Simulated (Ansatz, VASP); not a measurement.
## One calculation of P, two programs

File INCAR:

```
PREC = Accurate
ENCUT = 520
EDIFF = 1E-6
ISMEAR = 0
SIGMA = 0.15
LREAL = False
LASPH = True
NELM = 100
ALGO = Normal
ISIF = 2
LWAVE = False
LCHARG = True
GGA = PS
LELF = True
LVHAR = True
NBANDS = 8
```

The input KPOINTS:

```
regular mesh
0
Gamma
  12 12 12
```

POSCAR

```
P
1.0
    4.2729048574      0.0640935729      0.0000000000
    0.0640935729      4.2729048574      0.0000000000
    0.0000000000      0.0000000000      4.3780000000
P
1
Direct
    0.0000000000      0.0000000000      0.0000000000
```

Input for Ansatz:

```yaml
crystal:
  lattice:
    - [4.2729048574, 0.0640935729, 0.0]
    - [0.0640935729, 4.2729048574, 0.0]
    - [0.0, 0.0, 4.378]
  atoms:
    - { symbol: P, position: [0.0, 0.0, 0.0] }
basis:
  ecutwfc: 420
kpoints:
  mp_grid: { grid: [12, 12, 12] }
hamiltonian:
  xc: pbesol
scf:
  occupations: { method: gaussian, width: 0.15 }
output:
  forces: true
  stress: true
  eigenvalues: true
```

Change from the starting cell: strain +0.0300 x Voigt [0, 0, 0, 0, 0, 1], atoms carried along.

Alike in both runs: task single point; functional PBEsol; k mesh 12 × 12 × 12; occupations gaussian, width 0.15 eV; no spin polarisation.

```csv
,VASP,Ansatz
version,VASP 6.6.1,Ansatz 0.2.0
potentials or method,"VASP PAW PBE potentials, release 64 (P), cutoff 520 eV","scalar-relativistic, plane waves, PAW"
valence electrons in the cell,5,5
```

```csv
,VASP,Ansatz,Ansatz less VASP
gap on the k mesh at the Fermi level (eV),none,none,-
pressure (GPa),-3.9,-3.8,+0.01
"traceless stress, the component that is largest in VASP (GPa)",0.28,0.28,0.000
```

VASP's potentials were made for PBE, not for PBEsol. A gap of «none» marks a metal or a gap that the smearing closes. The functional is the same, so the differences come from potentials, cutoffs and numerics.
